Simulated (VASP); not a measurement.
# Au (Pm-3m) in VASP: a series of runs

The runs below take Au through single point, with RPBE.

All numbers are computed with VASP 6.6.1; they aren't measurements. Logs are shortened: lines on timing, memory, paths and dates and some standing lists are left out, and cuts for length are marked.

## 1. The cell of the first run

It takes space group Pm-3m (No. 221, cubic). Conventional cell: a = 2.816 Å, b = 2.816 Å, c = 2.816 Å, α = 90.00°, β = 90.00°, γ = 90.00°. Within 3.7 Å of Au (site symmetry m-3m) lie 6 Au at 2.82 Å.

## 2. Single point, RPBE (volume scaled by 1.04)

Contents of INCAR:

```
SYSTEM = Au
PREC = Accurate
ENCUT = 520
EDIFF = 1E-6
ISMEAR = -1
SIGMA = 0.1
LREAL = .False.
LASPH = .True.
NELM = 100
ALGO = Normal
ISIF = 2
LWAVE = .False.
LCHARG = .True.
GGA = RP
LELF = .True.
LVHAR = .True.
NBANDS = 12
```

Contents of KPOINTS:

```
regular mesh
0
Gamma
  13 13 13
  0 0 0
```

Contents of POSCAR:

```
Au
1.0
    2.8156463106      0.0000000000      0.0000000000
    0.0000000000      2.8156463106      0.0000000000
    0.0000000000      0.0000000000      2.8156463106
Au
1
Direct
    0.0000000000      0.0000000000      0.0000000000
```

Potentials or basis: VASP PAW PBE potentials, release 64 (Au).

Started as:

```console
> cat potpaw_PBE.64/Au/POTCAR > POTCAR
> mpirun -np 1 vasp_std > vasp.out
```

OUTCAR:

```text
SYSTEM = Au
   PREC = Accurate
   ENCUT = 520
   EDIFF = 1E-6
   ISMEAR = -1
   LREAL = .False.
   LASPH = .True.
   NELM = 100
   ISIF = 2
   GGA = RP

 ion  position               nearest neighbor table
   1  0.000  0.000  0.000-

  LATTYP: Found a simple cubic cell.
 ALAT       =     2.8156463106

  Lattice vectors:

 A1 = (   2.8156463106,   0.0000000000,   0.0000000000)
 A2 = (   0.0000000000,   2.8156463106,   0.0000000000)
 A3 = (   0.0000000000,   0.0000000000,   2.8156463106)

Analysis of symmetry for initial positions (statically):
=====================================================================
 Subroutine PRICEL returns:
 Original cell was already a primitive cell.

 Routine SETGRP: Setting up the symmetry group for a
 simple cubic supercell.

 Subroutine GETGRP returns: Found 48 space group operations
 (whereof 48 operations were pure point group operations)
 out of a pool of 48 trial point group operations.

The static configuration has the point symmetry O_h .

Analysis of symmetry for dynamics (positions and initial velocities):
=====================================================================
 Subroutine PRICEL returns:
 Original cell was already a primitive cell.

 Routine SETGRP: Setting up the symmetry group for a
 simple cubic supercell.

 Subroutine GETGRP returns: Found 48 space group operations
 (whereof 48 operations were pure point group operations)
 out of a pool of 48 trial point group operations.

The dynamic configuration has the point symmetry O_h .

 Subroutine INISYM returns: Found 48 space group operations
 (whereof 48 operations are pure point group operations),
 and found     1 'primitive' translations

----------------------------------------------------------------------------------------

                                     Primitive cell

  volume of cell :      22.3221

  direct lattice vectors                    reciprocal lattice vectors
     2.815646311  0.000000000  0.000000000     0.355158244  0.000000000  0.000000000
     0.000000000  2.815646311  0.000000000     0.000000000  0.355158244  0.000000000
     0.000000000  0.000000000  2.815646311     0.000000000  0.000000000  0.355158244

  length of vectors
     2.815646311  2.815646311  2.815646311     0.355158244  0.355158244  0.355158244

  position of ions in fractional coordinates (direct lattice)
     0.000000000  0.000000000  0.000000000

  ion indices of the primitive-cell ions
   primitive index   ion index
                 1           1

----------------------------------------------------------------------------------------

 KPOINTS: regular mesh

Automatic generation of k-mesh.
 Grid dimensions read from file:
 generate k-points for:   13   13   13

 Generating k-lattice:

  Cartesian coordinates                     Fractional coordinates (reciprocal lattice)
     0.027319865  0.000000000  0.000000000     0.076923077  0.000000000  0.000000000
     0.000000000  0.027319865  0.000000000     0.000000000  0.076923077  0.000000000
     0.000000000  0.000000000  0.027319865     0.000000000  0.000000000  0.076923077

  Length of vectors
     0.027319865  0.027319865  0.027319865

  Shift w.r.t. Gamma in fractional coordinates (k-lattice)
     0.000000000  0.000000000  0.000000000

 Subroutine IBZKPT returns following result:
 ===========================================

 Found     84 irreducible k-points:

 Following reciprocal coordinates:
            Coordinates               Weight
  0.000000  0.000000  0.000000      1.000000
  0.076923  0.000000  0.000000      6.000000
  0.153846  0.000000  0.000000      6.000000
  0.230769  0.000000  0.000000      6.000000
  0.307692  0.000000  0.000000      6.000000
  0.384615  0.000000  0.000000      6.000000
[... 16 lines left out ...]
  0.307692  0.307692  0.000000     12.000000
  0.384615  0.307692  0.000000     24.000000
 [... further k-points ...]
   k-points           NKPTS =     84   k-points in BZ     NKDIM =     84   number of bands    NBANDS=     12
   number of dos      NEDOS =    301   number of ions     NIONS =      1
   total plane-waves  NPLWV =  13824
   dimension x,y,z NGX =    24 NGY =   24 NGZ =   24
   dimension x,y,z NGXF=    48 NGYF=   48 NGZF=   48
   ions per type =               1
   NGX,Y,Z   is equivalent  to a cutoff of  14.17, 14.17, 14.17 a.u.
   NGXF,Y,Z  is equivalent  to a cutoff of  28.34, 28.34, 28.34 a.u.
 SYSTEM =  Au
   PREC   = accura    normal or accurate (medium, high low for compatibility)
   ISTART =      0    job   : 0-new  1-cont  2-samecut
   ICHARG =      2    charge: 1-file 2-atom 10-const
   ISPIN  =      1    spin polarized calculation?
   LNONCOLLINEAR =      F non collinear calculations
   LSORBIT =      F    spin-orbit coupling
   LASPH  =      T    aspherical Exc in radial PAW
   ENCUT  =  520.0 eV  38.22 Ry    6.18 a.u.   5.24  5.24  5.24*2*pi/ulx,y,z
   NELM   =    100;   NELMIN=  2; NELMDL= -5     # of ELM steps
   EDIFF  = 0.1E-05   stopping-criterion for ELM
   LREAL  =      F    real-space projection
   EDIFFG = 0.1E-04   stopping-criterion for IOM
   NSW    =      0    number of steps for IOM
   IBRION =     -1    ionic relax: 0-MD 1-quasi-New 2-CG
   NFREE  =      0    steps in history (QN), initial steepest desc. (CG)
   ISIF   =      2    stress and relaxation
   ISYM   =      2    0-nonsym 1-usesym 2-fastsym
   POTIM  = 0.5000    time-step for ionic-motion
   TEBEG  =    0.0;   TEEND  =   0.0 temperature during run
   PSTRESS=    0.0 pullay stress
   NELECT =      11.0000    total number of electrons
   NUPDOWN=      -1.0000    fix difference up-down
   EMIN   =  10.00;   EMAX   =-10.00  energy-range for DOS
   EFERMI =   0.00;   METHOD = LEGACY
   ISMEAR =    -1;   SIGMA  =   0.10  broadening in eV -4-tet -1-fermi 0-gaus
   EFERMI_NEDOS =   21; number of points for ismear=-14 and -15
   IALGO  =     38    algorithm
   IMIX   =      4    mixing-type and parameters
     AMIX     =   0.40;   BMIX     =  1.00
     AMIX_MAG =   1.60;   BMIX_MAG =  1.00
  volume/ion in A,a.u.               =      22.32       150.64
  Fermi-wavevector in a.u.,A,eV,Ry     =   1.293087  2.443579 22.749935  1.672073
  Thomas-Fermi vector in A             =   2.424754
   LORBIT       =      0    0 simple, 1 ext, 2 COOP (PROOUT), +10 PAW based schemes
   GGA     = RP    functional components
   LHFCALC =     F    Hartree Fock is set to
   AEXX    =    0.0000 exact exchange contribution
   IVDW    =     0    specifies the selected vdW correction
   LEPSILON=     F    determine dielectric tensor
   LRPA    =     F    only Hartree local field effects (RPA)
 non-spin polarized calculation
  energy-cutoff  :      520.00
  volume of cell :       22.32
 maximum number of plane-waves:       621
 NGX is ok and might be reduce to    24
   NGX = 11   NGY = 11   NGZ = 11

 number of electron      10.9999999 magnetization

 Free energy of the ion-electron system (eV)
  ---------------------------------------------------
  ext. energy  EPLUGINS =         0.00000000
  ---------------------------------------------------
  free energy    TOTEN  =        -2.46562774 eV

  energy without entropy =       -2.45610593  energy(sigma->0) =       -2.46086684

 E-fermi :   5.4847     XC(G=0): -10.8858

 val. band max:        5.3351887130   @ k =   0.3846   0.3077   0.0769
 cond. band min:       5.5544264697   @ k =   0.4615   0.0769   0.0769
 fundamental gap:      0.2192377567
 Fermi energy:         5.4847161496

 k-point     1 :       0.0000    0.0000    0.0000
  band No.  band energies     occupation
      1      -1.6404      2.00000
      2       0.3459      2.00000
      3       0.3459      2.00000
      4       4.0093      2.00000
      5       4.0093      2.00000
      6       4.0093      2.00000
      7      18.9611      0.00000
      8      18.9611      0.00000
      9      18.9611      0.00000
     10      23.4311      0.00000
     11      25.7499      0.00000
     12      25.7499      0.00000

 k-point     2 :       0.0769    0.0000    0.0000
  band No.  band energies     occupation
      1      -1.5066      2.00000
      2       0.3648      2.00000
      3       0.4465      2.00000
      4       3.9287      2.00000
      5       3.9287      2.00000
      6       4.0159      2.00000
      7      17.8271      0.00000
      8      19.1756      0.00000
      9      19.1756      0.00000
     10      24.0070      0.00000
     11      25.3898      0.00000
     12      26.4808      0.00000

 k-point     3 :       0.1538    0.0000    0.0000
  band No.  band energies     occupation
      1      -1.1445      2.00000
      2       0.4178      2.00000
      3       0.7715      2.00000
      4       3.7128      2.00000
      5       3.7128      2.00000
      6       4.0340      2.00000
      7      15.7243      0.00000
      8      19.7840      0.00000
      9      19.7840      0.00000
     10      24.3838      0.00000
     11      24.5432      0.00000
     12      28.6857      0.00000
[... 286 lines left out ...]
 k-point    23 :       0.3077    0.3077    0.0000
  band No.  band energies     occupation
      1       0.5967      2.00000
      2       1.3446      2.00000
      3       2.7350      2.00000
      4       3.2304      2.00000
      5       3.3041      2.00000
      6       3.8913      2.00000
      7      12.7085      0.00000
      8      14.3286      0.00000
      9      21.3123      0.00000
     10      24.8272      0.00000
     11      24.8688      0.00000
     12      27.7330      0.00000

 k-point    24 :       0.3846    0.3077    0.0000
  band No.  band energies     occupation
      1       0.7305      2.00000
      2       1.1303      2.00000
      3       3.0502      2.00000
      4       3.0700      2.00000
      5       3.3077      2.00000
      6       5.1849      1.90503
      7      10.9776      0.00000
      8      14.8361      0.00000
      9      19.8122      0.00000
     10      24.5728      0.00000
     11      26.1144      0.00000
     12      27.3203      0.00000

 [... further k-points ...]
[... 5 lines left out ...]
  --------------------------------------------------------------------------------------
  -------------------------------------------------------------------------------------
  Total       -0.4546030     -0.4546030     -0.4546030     -0.0000000      0.0000000     -0.0000000
  in kB      -32.6293594    -32.6293594    -32.6293594     -0.0000000      0.0000000     -0.0000000
  external PRESSURE =     -32.6293594 kB  Pullay stress =       0.0000000 kB

 VOLUME and BASIS-vectors are now :
 -----------------------------------------------------------------------------
  energy-cutoff  :      520.00
  volume of cell :       22.32
      direct lattice vectors                 reciprocal lattice vectors
     2.815646311  0.000000000  0.000000000     0.355158244  0.000000000  0.000000000
     0.000000000  2.815646311  0.000000000     0.000000000  0.355158244  0.000000000
     0.000000000  0.000000000  2.815646311     0.000000000  0.000000000  0.355158244

 POSITION                                       TOTAL-FORCE (eV/Angst)
 -----------------------------------------------------------------------------------
      0.00000      0.00000      0.00000         0.000000      0.000000      0.000000
 -----------------------------------------------------------------------------------
    total drift:                                0.000000     -0.000000      0.000000

  FREE ENERGIE OF THE ION-ELECTRON SYSTEM (eV)
  ---------------------------------------------------
  free  energy   TOTEN  =        -2.4656277440 eV

  energy  without entropy=       -2.4561059273  energy(sigma->0) =       -2.46086684
```

It took 10 s on 1 thread of Intel Xeon Platinum 8488C (Sapphire Rapids), shared host; peak memory 0.15 GiB.

What came out:

```
Free energy : -2.4656 eV
Pressure    : -3.3 GPa
```

Caveat: the PAW data sets were made with another functional, which shifts forces and pressure a little; spin-orbit coupling is left out, which moves the levels of the heavy elements.

## 3. Single point, RPBE (volume scaled by 1.08)

Contents of INCAR:

```
PREC     = Accurate       # precision mode
ENCUT    = 520            # plane-wave cutoff, eV
EDIFF    = 1E-6           # SCF threshold, eV
ISMEAR   = -1             # smearing method
SIGMA    = 0.1            # smearing width, eV
LREAL    = False          # projectors in reciprocal space
LASPH    = True           # aspherical terms in the spheres
NELM     = 100            # most SCF steps
ALGO     = Normal         # electronic algorithm
ISIF     = 2              # what is computed and relaxed
LWAVE    = False          # write WAVECAR
LCHARG   = False          # write CHGCAR
GGA      = RP             # functional
NBANDS   = 12             # bands
```

Contents of KPOINTS:

```
Automatic mesh
0
Gamma
  13 13 13
```

Contents of POSCAR:

```
Au
1.0
    2.8512911872      0.0000000000      0.0000000000
    0.0000000000      2.8512911872      0.0000000000
    0.0000000000      0.0000000000      2.8512911872
Au
1
Direct
    0.0000000000      0.0000000000      0.0000000000
```

Potentials or basis: VASP PAW PBE potentials, release 64 (Au).

Started as:

```console
> cat potpaw_PBE.64/Au/POTCAR > POTCAR
> mpirun -np 1 vasp_std > vasp.out
```

Run time: 7.4 s. Hardware: 1 thread of Intel Xeon Platinum 8488C (Sapphire Rapids), shared host; peak memory 0.15 GiB.

It converged, with:

```yaml
Free_energy: -2.4422 eV
Pressure: -5.6 GPa
```

Levels at points of the mesh, in eV from the Fermi level:
```tsv
k point	band 2	band 3	band 4	band 5	band 6	band 7	band 8	band 9	band 10	band 11
(0.00, 0.00, 0.00)	-4.94	-4.94	-1.51	-1.51	-1.51	13.24	13.24	13.24	17.54	19.82
```

Caveat: the PAW data sets were made with another functional, which shifts forces and pressure a little; spin-orbit coupling is left out, which moves the levels of the heavy elements.

## 4. Single point, RPBE (volume scaled by 1.12)

Contents of INCAR:

```
SYSTEM = Au
PREC = Accurate
ENCUT = 520
EDIFF = 1E-6
ISMEAR = -1
SIGMA = 0.1
LREAL = .False.
LASPH = .True.
NELM = 60
ALGO = Normal
ISIF = 2
LWAVE = .False.
LCHARG = .False.
GGA = RP
NBANDS = 12
```

Contents of KPOINTS:

```
regular mesh
0
Gamma
  13 13 13
  0 0 0
```

Contents of POSCAR:

```
Au
1.0
    2.8860664582      0.0000000000      0.0000000000
    0.0000000000      2.8860664582      0.0000000000
    0.0000000000      0.0000000000      2.8860664582
Au
1
Direct
    0.0000000000      0.0000000000      0.0000000000
```

Started as:

```console
> cat potpaw_PBE.64/Au/POTCAR > POTCAR
> mpirun -np 1 vasp_std > vasp.out
```

Run time: 7.7 s. Hardware: 1 thread of Intel Xeon Platinum 8488C (Sapphire Rapids), shared host; peak memory 0.15 GiB.

The run converged. Its results:

```yaml
Free_energy: -2.4079 eV
Pressure: -7.3 GPa
```

Levels at points of the mesh, in eV from the Fermi level:
| k point | band 4 | band 5 | band 6 | band 7 | band 8 | band 9 |
| --- | --- | --- | --- | --- | --- | --- |
| (0.00, 0.00, 0.00) | -1.53 | -1.53 | -1.53 | 13.01 | 13.01 | 13.01 |

Caveat: the PAW data sets were made with another functional, which shifts forces and pressure a little; spin-orbit coupling is left out, which moves the levels of the heavy elements.

## 5. Overview

| cell | gap on the mesh (eV) | pressure (GPa) |
| --- | --- | --- |
| a = 2.816 Å, 1 atom | none | -3.3 |
| a = 2.851 Å, 1 atom | none | -5.6 |
| a = 2.886 Å, 1 atom | none | -7.3 |

Alike in all rows: task single point; level RPBE; potentials or basis VASP PAW PBE potentials, release 64 (Au); no spin polarisation; k mesh 13 × 13 × 13; cutoff (eV) 520; smearing fermi-dirac 0.1 eV.

Caveats: the PAW data sets were made with another functional, which shifts forces and pressure a little; spin-orbit coupling is left out, which moves the levels of the heavy elements.

Absolute energies hang on the potentials; compare differences alone.
